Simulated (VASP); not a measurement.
# Na (P6_3/mmc) in VASP: further runs

Na is run at these levels: PBE; tasks: single point.

Everything below comes from runs of VASP 6.6.1. Logs are shortened: lines on timing, memory, paths and dates and some standing lists are left out, and cuts for length are marked.

## 1. The cell of the first run

The structure is hexagonal, space group P6_3/mmc (No. 194). Conventional cell: a = 3.443 Å, b = 3.443 Å, c = 5.684 Å, α = 90.00°, β = 90.00°, γ = 120.00°. Na (site symmetry -6m2) has 12 Na at 3.44 to 3.47 Å within 4.5 Å.

This isn't the form of Na at room conditions, which is bcc.

## 2. Single point, PBE

INCAR reads:

```
SYSTEM = Na
PREC     = Accurate       ! precision mode
ENCUT    = 520            ! plane-wave cutoff, eV
EDIFF    = 1E-6           ! SCF threshold, eV
ISMEAR   = -1             ! smearing method
SIGMA    = 0.08           ! smearing width, eV
LREAL    = .False.        ! projectors in reciprocal space
LASPH    = .True.         ! aspherical terms in the spheres
NELM     = 60             ! most SCF steps
ALGO     = Normal         ! electronic algorithm
ISIF     = 2              ! what is computed and relaxed
LWAVE    = .False.        ! write WAVECAR
LCHARG   = .True.         ! write CHGCAR
GGA      = PE             ! functional
LELF     = .True.         ! ELF
LVHAR    = .True.       
NBANDS   = 14             ! bands
```

KPOINTS reads:

```
regular mesh
0
Gamma
  13 13 7
  0 0 0
```

POSCAR reads:

```
Na
1.0
    3.4425062196      0.0000000000      0.0000000000
   -1.7212531098      2.9812978388      0.0000000000
    0.0000000000      0.0000000000      5.6836572686
Na
2
Direct
    0.3333333333      0.6666666667      0.2500000000
    0.6666666667      0.3333333333      0.7500000000
```

Potentials or basis: VASP PAW PBE potentials, release 64 (Na_pv).

Started as:

```sh
> cat potpaw_PBE.64/Na_pv/POTCAR > POTCAR
> mpirun -np 1 vasp_std > vasp.out
```

OUTCAR:

```text
SYSTEM = Na
   PREC = Accurate
   ENCUT = 520
   EDIFF = 1E-6
   ISMEAR = -1
   LREAL = .False.
   LASPH = .True.
   NELM = 60
   ISIF = 2
   GGA = PE

 ion  position               nearest neighbor table
   1  0.333  0.667  0.250-
   2  0.667  0.333  0.750-

  LATTYP: Found a hexagonal cell.
 ALAT       =     3.4425062196
 C/A-ratio  =     1.6510230937

  Lattice vectors:

 A1 = (   3.4425062196,   0.0000000000,   0.0000000000)
 A2 = (  -1.7212531098,   2.9812978388,   0.0000000000)
 A3 = (   0.0000000000,   0.0000000000,   5.6836572686)

Analysis of symmetry for initial positions (statically):
=====================================================================
 Subroutine PRICEL returns:
 Original cell was already a primitive cell.

 Routine SETGRP: Setting up the symmetry group for a
 hexagonal supercell.

 Subroutine GETGRP returns: Found 24 space group operations
 (whereof 12 operations were pure point group operations)
 out of a pool of 24 trial point group operations.

The static configuration has the point symmetry D_3d.
 The point group associated with its full space group is D_6h.

Analysis of symmetry for dynamics (positions and initial velocities):
=====================================================================
 Subroutine PRICEL returns:
 Original cell was already a primitive cell.

 Routine SETGRP: Setting up the symmetry group for a
 hexagonal supercell.

 Subroutine GETGRP returns: Found 24 space group operations
 (whereof 12 operations were pure point group operations)
 out of a pool of 24 trial point group operations.

The dynamic configuration has the point symmetry D_3d.
 The point group associated with its full space group is D_6h.

 Subroutine INISYM returns: Found 24 space group operations
 (whereof 12 operations are pure point group operations),
 and found     1 'primitive' translations

----------------------------------------------------------------------------------------

                                     Primitive cell

  volume of cell :      58.3321

  direct lattice vectors                    reciprocal lattice vectors
     3.442506220  0.000000000  0.000000000     0.290486040  0.167712193  0.000000000
    -1.721253110  2.981297839  0.000000000     0.000000000  0.335424387  0.000000000
     0.000000000  0.000000000  5.683657269     0.000000000  0.000000000  0.175943051

  length of vectors
     3.442506220  3.442506220  5.683657269     0.335424387  0.335424387  0.175943051

  position of ions in fractional coordinates (direct lattice)
     0.333333333  0.666666667  0.250000000
     0.666666667  0.333333333  0.750000000

  ion indices of the primitive-cell ions
   primitive index   ion index
                 1           1
                 2           2

----------------------------------------------------------------------------------------

 KPOINTS: regular mesh

Automatic generation of k-mesh.
 Grid dimensions read from file:
 generate k-points for:   13   13    7

 Generating k-lattice:

  Cartesian coordinates                     Fractional coordinates (reciprocal lattice)
     0.022345080  0.012900938  0.000000000     0.076923077 -0.000000000  0.000000000
     0.000000000  0.025801876  0.000000000     0.000000000  0.076923077  0.000000000
     0.000000000  0.000000000  0.025134722     0.000000000  0.000000000  0.142857143

  Length of vectors
     0.025801876  0.025801876  0.025134722

  Shift w.r.t. Gamma in fractional coordinates (k-lattice)
     0.000000000  0.000000000  0.000000000

 Subroutine IBZKPT returns following result:
 ===========================================

 Found     84 irreducible k-points:

 Following reciprocal coordinates:
            Coordinates               Weight
  0.000000  0.000000  0.000000      1.000000
  0.076923 -0.000000  0.000000      6.000000
  0.153846 -0.000000  0.000000      6.000000
  0.230769  0.000000  0.000000      6.000000
  0.307692 -0.000000  0.000000      6.000000
  0.384615 -0.000000  0.000000      6.000000
[... 16 lines left out ...]
  0.076923 -0.000000  0.142857     12.000000
  0.153846 -0.000000  0.142857     12.000000
 [... further k-points ...]
   k-points           NKPTS =     84   k-points in BZ     NKDIM =     84   number of bands    NBANDS=     14
   number of dos      NEDOS =    301   number of ions     NIONS =      2
   total plane-waves  NPLWV =  32928
   dimension x,y,z NGX =    28 NGY =   28 NGZ =   42
   dimension x,y,z NGXF=    56 NGYF=   56 NGZF=   84
   ions per type =               2
   NGX,Y,Z   is equivalent  to a cutoff of  13.52, 13.52, 12.28 a.u.
   NGXF,Y,Z  is equivalent  to a cutoff of  27.04, 27.04, 24.57 a.u.
 SYSTEM =  Na
   PREC   = accura    normal or accurate (medium, high low for compatibility)
   ISTART =      0    job   : 0-new  1-cont  2-samecut
   ICHARG =      2    charge: 1-file 2-atom 10-const
   ISPIN  =      1    spin polarized calculation?
   LNONCOLLINEAR =      F non collinear calculations
   LSORBIT =      F    spin-orbit coupling
   LASPH  =      T    aspherical Exc in radial PAW
   ENCUT  =  520.0 eV  38.22 Ry    6.18 a.u.   6.40  6.40 10.57*2*pi/ulx,y,z
   NELM   =     60;   NELMIN=  2; NELMDL= -5     # of ELM steps
   EDIFF  = 0.1E-05   stopping-criterion for ELM
   LREAL  =      F    real-space projection
   EDIFFG = 0.1E-04   stopping-criterion for IOM
   NSW    =      0    number of steps for IOM
   IBRION =     -1    ionic relax: 0-MD 1-quasi-New 2-CG
   NFREE  =      0    steps in history (QN), initial steepest desc. (CG)
   ISIF   =      2    stress and relaxation
   ISYM   =      2    0-nonsym 1-usesym 2-fastsym
   POTIM  = 0.5000    time-step for ionic-motion
   TEBEG  =    0.0;   TEEND  =   0.0 temperature during run
   PSTRESS=    0.0 pullay stress
   NELECT =      14.0000    total number of electrons
   NUPDOWN=      -1.0000    fix difference up-down
   EMIN   =  10.00;   EMAX   =-10.00  energy-range for DOS
   EFERMI =   0.00;   METHOD = LEGACY
   ISMEAR =    -1;   SIGMA  =   0.08  broadening in eV -4-tet -1-fermi 0-gaus
   EFERMI_NEDOS =   21; number of points for ismear=-14 and -15
   IALGO  =     38    algorithm
   IMIX   =      4    mixing-type and parameters
     AMIX     =   0.40;   BMIX     =  1.00
     AMIX_MAG =   1.60;   BMIX_MAG =  1.00
  volume/ion in A,a.u.               =      29.17       196.82
  Fermi-wavevector in a.u.,A,eV,Ry     =   1.017376  1.922562 14.082765  1.035054
  Thomas-Fermi vector in A             =   2.150773
   LORBIT       =      0    0 simple, 1 ext, 2 COOP (PROOUT), +10 PAW based schemes
   GGA     = PE    functional components
   LHFCALC =     F    Hartree Fock is set to
   AEXX    =    0.0000 exact exchange contribution
   IVDW    =     0    specifies the selected vdW correction
   LEPSILON=     F    determine dielectric tensor
   LRPA    =     F    only Hartree local field effects (RPA)
 non-spin polarized calculation
  energy-cutoff  :      520.00
  volume of cell :       58.33
 maximum number of plane-waves:      1593
 NGX is ok and might be reduce to    28
   NGX = 13   NGY = 13   NGZ = 21

 number of electron      13.9999980 magnetization

 Free energy of the ion-electron system (eV)
  ---------------------------------------------------
  ext. energy  EPLUGINS =         0.00000000
  ---------------------------------------------------
  free energy    TOTEN  =        -2.51244479 eV

  energy without entropy =       -2.49471543  energy(sigma->0) =       -2.50358011

 E-fermi :   1.1227     XC(G=0):  -7.1633

 val. band max:        1.1032483079   @ k =   0.1538  -0.0000   0.1429
 cond. band min:       1.1844621514   @ k =   0.3846   0.1538   0.0000
 fundamental gap:      0.0812138435
 Fermi energy:         1.1227297461

 k-point     1 :       0.0000    0.0000    0.0000
  band No.  band energies     occupation
      1     -23.7161      2.00000
      2     -23.6478      2.00000
      3     -23.6478      2.00000
      4     -23.6377      2.00000
      5     -23.6377      2.00000
      6     -23.6373      2.00000
      7      -2.7032      2.00000
      8       1.6421      0.00303
      9       2.2676      0.00000
     10      12.6130      0.00000
     11      12.6130      0.00000
     12      13.0067      0.00000
     13      13.3159      0.00000
     14      13.3159      0.00000

 k-point     2 :       0.0769   -0.0000    0.0000
  band No.  band energies     occupation
      1     -23.7145      2.00000
      2     -23.6514      2.00000
      3     -23.6489      2.00000
      4     -23.6415      2.00000
      5     -23.6383      2.00000
      6     -23.6378      2.00000
      7      -2.5984      2.00000
      8       1.7306      0.00100
      9       2.3681      0.00000
     10      10.9227      0.00000
     11      11.9827      0.00000
     12      12.4381      0.00000
     13      13.8106      0.00000
     14      14.0189      0.00000

 k-point     3 :       0.1538   -0.0000    0.0000
  band No.  band energies     occupation
      1     -23.7100      2.00000
      2     -23.6614      2.00000
      3     -23.6519      2.00000
      4     -23.6517      2.00000
      5     -23.6400      2.00000
      6     -23.6393      2.00000
      7      -2.2858      2.00000
      8       1.9967      0.00004
      9       2.6643      0.00000
     10       8.9450      0.00000
     11      11.2288      0.00000
     12      11.2881      0.00000
     13      12.6810      0.00000
     14      13.8590      0.00000
[... 324 lines left out ...]
 k-point    23 :       0.0769   -0.0000    0.1429
  band No.  band energies     occupation
      1     -23.7109      2.00000
      2     -23.6508      2.00000
      3     -23.6484      2.00000
      4     -23.6441      2.00000
      5     -23.6395      2.00000
      6     -23.6389      2.00000
      7      -2.4993      2.00000
      8       0.8177      1.95680
      9       3.4385      0.00000
     10      10.9747      0.00000
     11      12.0531      0.00000
     12      12.2097      0.00000
     13      12.5694      0.00000
     14      13.9040      0.00000

 k-point    24 :       0.1538   -0.0000    0.1429
  band No.  band energies     occupation
      1     -23.7070      2.00000
      2     -23.6606      2.00000
      3     -23.6539      2.00000
      4     -23.6513      2.00000
      5     -23.6411      2.00000
      6     -23.6406      2.00000
      7      -2.1875      2.00000
      8       1.1032      1.12116
      9       3.7126      0.00000
     10       9.0245      0.00000
     11      11.1385      0.00000
     12      11.3029      0.00000
     13      12.0426      0.00000
     14      13.3059      0.00000

 [... further k-points ...]

------------------------ aborting loop because EDIFF is reached ----------------------------------------

  FORCE on cell =-STRESS in cart. coord.  units (eV):
  Direction    XX          YY          ZZ          XY          YZ          ZX
  --------------------------------------------------------------------------------------
  -------------------------------------------------------------------------------------
  Total        1.0412634      1.0412634      1.0358628      0.0000000      0.0000000      0.0000000
  in kB       28.5998131     28.5998131     28.4514790      0.0000000      0.0000000      0.0000000
  external PRESSURE =      28.5503684 kB  Pullay stress =       0.0000000 kB

 VOLUME and BASIS-vectors are now :
 -----------------------------------------------------------------------------
  energy-cutoff  :      520.00
  volume of cell :       58.33
      direct lattice vectors                 reciprocal lattice vectors
     3.442506220  0.000000000  0.000000000     0.290486040  0.167712193  0.000000000
    -1.721253110  2.981297839  0.000000000     0.000000000  0.335424387  0.000000000
     0.000000000  0.000000000  5.683657269     0.000000000  0.000000000  0.175943051

 POSITION                                       TOTAL-FORCE (eV/Angst)
 -----------------------------------------------------------------------------------
     -0.00000      1.98753      1.42091         0.000000     -0.000000      0.000000
      1.72125      0.99377      4.26274        -0.000000      0.000000      0.000000
 -----------------------------------------------------------------------------------
    total drift:                                0.000000     -0.000000      0.000000

  FREE ENERGIE OF THE ION-ELECTRON SYSTEM (eV)
  ---------------------------------------------------
  free  energy   TOTEN  =        -2.5124447865 eV

  energy  without entropy=       -2.4947154272  energy(sigma->0) =       -2.50358011
```

Run time: 22 s. Hardware: 1 thread of AMD EPYC 9R45 (Zen 5), shared host; peak memory 0.16 GiB.

Results:

```
Free energy            : -2.5124 eV
Pressure               : 2.9 GPa
Band gap on the k mesh : zero (bands 7 and 8 overlap by 3.92 eV)
```

Levels at points of the mesh, in eV from the Fermi level:
```
           k point  band 4  band 5  band 6  band 7  band 8  band 9  band 10  band 11
(0.00, 0.00, 0.00)  -24.76  -24.76  -24.76   -3.83    0.52    1.14    11.49    11.49
```

## 3. Single point, PBE

INCAR reads:

```
PREC = Accurate ; ENCUT = 520
EDIFF = 1E-7 ; ISMEAR = -1
SIGMA = 0.08 ; LREAL = F
LASPH = T ; NELM = 60
ALGO = Normal ; ISIF = 2
LWAVE = F ; LCHARG = F
GGA = PE ; NBANDS = 14
```

KPOINTS reads:

```
regular mesh
0
Gamma
  13 13 7
```

POSCAR is that of step 2.

Potentials or basis: VASP PAW PBE potentials, release 64 (Na_pv).

Started as:

```sh
> cat potpaw_PBE.64/Na_pv/POTCAR > POTCAR
> mpirun -np 1 vasp_std > vasp.out
```

It took 25 s on 1 thread of AMD EPYC 9R45 (Zen 5), shared host; peak memory 0.16 GiB.

Results (log left out):

* Free energy: -2.5124 eV
* Pressure: 2.9 GPa
* Band gap on the k mesh: zero (bands 7 and 8 overlap by 3.92 eV)

Levels at points of the mesh, in eV from the Fermi level:
| k point | band 3 | band 4 | band 5 | band 6 | band 7 | band 8 | band 9 | band 10 | band 11 | band 12 |
| --- | --- | --- | --- | --- | --- | --- | --- | --- | --- | --- |
| (0.00, 0.00, 0.00) | -24.77 | -24.76 | -24.76 | -24.76 | -3.83 | 0.52 | 1.14 | 11.49 | 11.49 | 11.88 |
